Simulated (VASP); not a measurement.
Here is a VASP 6.6.1 calculation.

INCAR

```
SYSTEM = TiSi2
  PREC = Accurate
  ENCUT = 520
  EDIFF = 1E-7
  ISMEAR = 0
  SIGMA = 0.1
  LREAL = .FALSE.
  LASPH = .TRUE.
  NELM = 60
  ALGO = Normal
  ISIF = 2
  LWAVE = .FALSE.
  LCHARG = .TRUE.
  GGA = PS
  LELF = .TRUE.
  LVHAR = .TRUE.
  NBANDS = 29
```

KPOINTS

```
Automatic mesh
0
G
  10 10 10
  0 0 0
```

Contents of POSCAR:

```
TiSi2
1.0
    0.0000000000      4.1392330865      4.2800947658
    2.4056166044      0.0000000000      4.2800947658
    2.4056166044      4.1392330865      0.0000000000
Ti Si
2 4
Direct
    0.7500000000      0.7500000000      0.7500000000
    0.5000000000      0.5000000000      0.5000000000
    0.0862941330      0.4137058670      0.0862941330
    0.4137058670      0.0862941330      0.4137058670
    0.1637058670      0.8362941330      0.1637058670
    0.8362941330      0.1637058670      0.8362941330
```

Potentials or basis: VASP PAW PBE potentials, release 64 (Ti_sv, Si).

The run is started by

```sh
$ cat potpaw_PBE.64/Ti_sv/POTCAR potpaw_PBE.64/Si/POTCAR > POTCAR
$ mpirun -np 1 vasp_std > vasp.out
```

Question: Estimate the band gap on the k mesh.

Answer: Zero (bands 20 and 21 overlap by 1.82 eV).

Question: What does it give for the pressure?

Answer: -4.1 GPa.

Stress tensor (GPa, compression positive):
```
-4.09  0.00  0.00
 0.00 -4.08  0.00
 0.00  0.00 -4.00
```

Caveat: the cell stands under tension; the PAW data sets were made with another functional, which shifts forces and pressure a little.
